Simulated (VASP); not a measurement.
The system is GaN.

```xyz
2
Lattice="0.0000 2.1085 2.1085 2.1085 0.0000 2.1085 2.1085 2.1085 0.0000" Properties=species:S:1:pos:R:3 pbc="T T T"
Ga    2.1085    2.1085    2.1085
N     0.0000    0.0000    0.0000
```

Program: VASP 6.6.1. Alike in all runs: task single point; no spin polarisation; cell as given; k mesh 6 × 6 × 6; cutoff (eV) 520; smearing gaussian 0.01 eV.

Question: Order these runs on this cell by their band gap on the k mesh, lowest first.
A. level PBE; potentials or basis VASP PAW PBE potentials, release 64 (Ga_d, N)
B. level LDA; potentials or basis VASP PAW LDA potentials, release 64 (Ga_d, N)
C. level r2SCAN; potentials or basis VASP PAW PBE potentials, release 64 (Ga_d, N)

Answer: B (0.44 eV), A (0.62 eV), C (1.13 eV).

Caveats: all runs use coarse meshes.

A k mesh can miss the band edges.
